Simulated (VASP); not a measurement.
A run of VASP 6.6.1 is set up as follows.

The input INCAR:

```
PREC = Accurate
ENCUT = 520
EDIFF = 1E-6
ISMEAR = -1
SIGMA = 0.05
LREAL = F
LASPH = T
NELM = 100
ALGO = Fast
ISIF = 2
LWAVE = F
LCHARG = F
GGA = PS
NBANDS = 32
```

Contents of KPOINTS:

```
Automatic mesh
0
Gamma
  8 8 8
```

POSCAR

```
Sn3Te
1.0
   -2.3161422189      2.3161422189      5.5530281376
    2.3161422189     -2.3161422189      5.5530281376
    2.3161422189      2.3161422189     -5.5530281376
Te Sn
1 3
Direct
    0.0000000000      0.0000000000      0.0000000000
    0.5000000000      0.5000000000      0.0000000000
    0.2500000000      0.7500000000      0.5000000000
    0.7500000000      0.2500000000      0.5000000000
```

Potentials or basis: VASP PAW PBE potentials, release 64 (Te, Sn_d).

Launch:

```console
$ cat potpaw_PBE.64/Te/POTCAR potpaw_PBE.64/Sn_d/POTCAR > POTCAR
$ mpirun -np 1 vasp_std > vasp.out
```

(1) What does it give for the band gap on the k mesh?

(2) What does it give for the pressure?

Answers

(1) zero (band 24 reaches 7.50 eV, above the bottom of band 25 at 6.64 eV).

(2) -3.8 GPa.

Caveat: the PAW data sets were made with another functional, which shifts forces and pressure a little; spin-orbit coupling is left out, which moves the levels of the heavy elements.
